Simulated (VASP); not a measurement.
A run of VASP 6.6.1 is set up as follows.

INCAR

```
PREC     = Accurate       # precision mode
ENCUT    = 520            # plane-wave cutoff, eV
EDIFF    = 1E-7           # SCF threshold, eV
ISMEAR   = -1             # smearing method
SIGMA    = 0.02           # smearing width, eV
LREAL    = F              # projectors in reciprocal space
LASPH    = T              # aspherical terms in the spheres
NELM     = 60             # most SCF steps
ALGO     = Normal         # electronic algorithm
ISIF     = 2              # what is computed and relaxed
LWAVE    = F              # write WAVECAR
LCHARG   = T              # write CHGCAR
GGA      = PE             # functional
LELF     = T              # ELF
LVHAR    = T            
NBANDS   = 35             # bands
```

Contents of KPOINTS:

```
regular mesh
0
Gamma
  6 6 8
```

Contents of POSCAR:

```
PbO2
1.0
    4.9838460811      0.0000000000      0.0000000000
    0.0000000000      4.9838460811      0.0000000000
    0.0000000000      0.0000000000      3.5098509722
Pb O
2 4
Direct
    0.0000000000      0.0000000000      0.0000000000
    0.5000000000      0.5000000000      0.5000000000
    0.3078609764      0.3078609764      0.0000000000
    0.1921390236      0.8078609764      0.5000000000
    0.8078609764      0.1921390236      0.5000000000
    0.6921390236      0.6921390236      0.0000000000
```

Potentials or basis: VASP PAW PBE potentials, release 64 (Pb_d, O).

Run with:

```sh
$ cat potpaw_PBE.64/Pb_d/POTCAR potpaw_PBE.64/O/POTCAR > POTCAR
$ mpirun -np 1 vasp_std > vasp.out
```

Q: What does it give for the largest force?

A: 0.003 eV/Å.

Q: What does it give for the band gap on the k mesh?

A: 0.02 eV, indirect (least direct gap 0.03 eV).

Q: What does it give for the pressure?

A: 1.7 GPa.

Forces on the atoms (eV/Å):
```
Pb   0.000  0.000  0.000
Pb   0.000  0.000  0.000
O   -0.002 -0.002  0.000
O    0.002 -0.002  0.000
O   -0.002  0.002  0.000
O    0.002  0.002  0.000
```

Caveat: the cell differs from its parent crystal (uniaxial z strain +3.0%); spin-orbit coupling is left out, which moves the levels of the heavy elements. A k mesh can miss the band edges.
